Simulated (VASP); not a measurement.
Here is a VASP 6.6.1 calculation.

INCAR

```
SYSTEM = FePt
PREC = Accurate
ENCUT = 520
EDIFF = 1E-6
ISMEAR = -1
SIGMA = 0.05
LREAL = .FALSE.
LASPH = .TRUE.
NELM = 150
ALGO = Fast
ISIF = 2
LWAVE = .FALSE.
LCHARG = .FALSE.
ISPIN = 2
MAGMOM = 0 3
LORBIT = 11
LMAXMIX = 4
NBANDS = 20
```

KPOINTS

```
Automatic mesh
0
G
  10 10 7
  0 0 0
```

The input POSCAR:

```
FePt
1.0
    2.7415369495      0.0000000000      0.0000000000
    0.0000000000      2.7415369495      0.0000000000
    0.0000000000      0.0000000000      3.7446364796
Pt Fe
1 1
Direct
    0.5000000000      0.5000000000      0.5000000000
    0.0000000000      0.0000000000      0.0000000000
```

Potentials or basis: VASP PAW LDA potentials, release 64 (Pt, Fe).

Run with:

```bash
$ cat potpaw_LDA.64/Pt/POTCAR potpaw_LDA.64/Fe/POTCAR > POTCAR
$ mpirun -np 1 vasp_std > vasp.out
```

(1) What does it give for the pressure?

(2) Estimate the site moments.

Answers

(1) -16.4 GPa.

(2) Pt +0.34; Fe +2.82 μB.
